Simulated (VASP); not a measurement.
Input of a VASP 6.6.1 run:

The input INCAR:

```
ALGO = Normal
EDIFF = 1E-6
EDIFFG = -0.01
ENCUT = 600
GGA = PE
IBRION = 2
ISIF = 3
ISMEAR = 0
LASPH = T
LCHARG = F
LREAL = F
LWAVE = F
NELM = 80
NSW = 100
PREC = Accurate
SIGMA = 0.1
```

KPOINTS

```
k-points
0
Gamma
  12 12 4
```

File POSCAR:

```
HfSeS4
1.0
    3.3145009629      0.0000000000      0.0000000000
    0.0000000000      3.3145009629      0.0000000000
    0.0000000000      0.0000000000      9.7918419568
Hf Se S
1 1 4
Direct
    0.5000000000      0.5000000000      0.5000000000
    0.0000000000      0.0000000000      0.0000000000
    0.0000000000      0.0000000000      0.6381213821
    0.5000000000      0.5000000000      0.1456114489
    0.5000000000      0.5000000000      0.8543885511
    0.0000000000      0.0000000000      0.3618786179
```

Potentials or basis: VASP PAW PBE potentials, release 64 (Hf_pv, Se, S).

Run with:

```bash
$ cat potpaw_PBE.64/Hf_pv/POTCAR potpaw_PBE.64/Se/POTCAR potpaw_PBE.64/S/POTCAR > POTCAR
$ mpirun -np 1 vasp_std > vasp.out
```

Question: Estimate the relaxed volume.

Answer: 17.83 Å³/atom.

Question: Predict the relaxed cell.

Answer: a = 3.308 Å, b = 3.308 Å, c = 9.777 Å, α = 90.00°, β = 90.00°, γ = 90.00°.

Question: Predict the band gap on the k mesh.

Answer: Zero (bands 20 and 21 overlap by 1.43 eV).

Final structure:
```xyz
6
Lattice="3.3075 0.0000 0.0000 0.0000 3.3075 0.0000 0.0000 0.0000 9.7768" Properties=species:S:1:pos:R:3 pbc="T T T"
Hf    1.6538    1.6538    4.8884
Se    0.0000    0.0000    0.0000
S     0.0000    0.0000    6.2459
S     1.6538    1.6538    1.4321
S     1.6538    1.6538    8.3447
S     0.0000    0.0000    3.5308
```

Caveat: spin-orbit coupling is left out, which moves the levels of the heavy elements.
